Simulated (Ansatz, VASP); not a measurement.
**SiO in VASP and in Ansatz**

```
Si O
1.0
     2.80697    0.00000    0.00000
     0.00000    2.80697    0.00000
     0.00000    0.00000    2.80697
Si O
1 1
Direct
  0.00000 0.00000 0.00000
  0.50000 0.50000 0.50000
```

Change from the starting cell: species swapped into the TaRu type (P4/mmm, No. 123).

Alike in both runs: functional PBE; k mesh 20 × 20 × 20; occupations gaussian, width 0.1 eV; no spin polarisation.

Ansatz relaxed the structure, and its values are those at the end. VASP's run is a single point on that final structure, the one shown.

```csv
,VASP,Ansatz
version,VASP 6.6.1,Ansatz 0.2.0
potentials or method,"VASP PAW PBE potentials, release 64 (Si, O), cutoff 520 eV","scalar-relativistic, plane waves, PAW"
valence electrons in the cell,10,10
```

Ansatz gave:

```
gap on the k mesh at the Fermi level (eV) : none
pressure (GPa)                            : 0.0
```

Q: What did VASP give for the same quantities?

A: gap on the k mesh at the Fermi level (eV): none; pressure (GPa): -0.1.

A gap of «none» marks a metal or a gap that the smearing closes.
